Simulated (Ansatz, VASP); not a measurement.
**One calculation of Se, two programs**

```
Se
1.0
     4.07553    0.00000    0.00000
    -2.03777    3.52952    0.00000
     0.00000    0.00000    5.12131
Se
3
Direct
  0.24642 0.00000 0.16667
  0.00000 0.24642 0.83333
  0.75358 0.75358 0.50000
```

Alike in both runs: task relaxation of cell and atoms; functional PBE; dispersion D3(BJ); k mesh 12 × 12 × 6; occupations gaussian, width 0.02 eV; no spin polarisation.

```csv
,VASP,Ansatz
version,VASP 6.6.1,Ansatz 0.2.0
potentials or method,"VASP PAW PBE potentials, release 64 (Se), cutoff 600 eV","scalar-relativistic, plane waves, PAW"
valence electrons in the cell,18,48
```

```tsv
	VASP	Ansatz	Ansatz less VASP
gap on the k mesh at the Fermi level, each at its own relaxed structure (eV)	0.52	0.52	+0.008
relaxed volume (Å³/atom)	24.61	24.54	-0.072
relaxed cell length with the largest relative difference (Å)	4.078	4.073	-0.0048
```

VASP's potentials hold 18 valence electrons a cell and Ansatz's 48, so a difference there can come from the potentials and not from the codes.
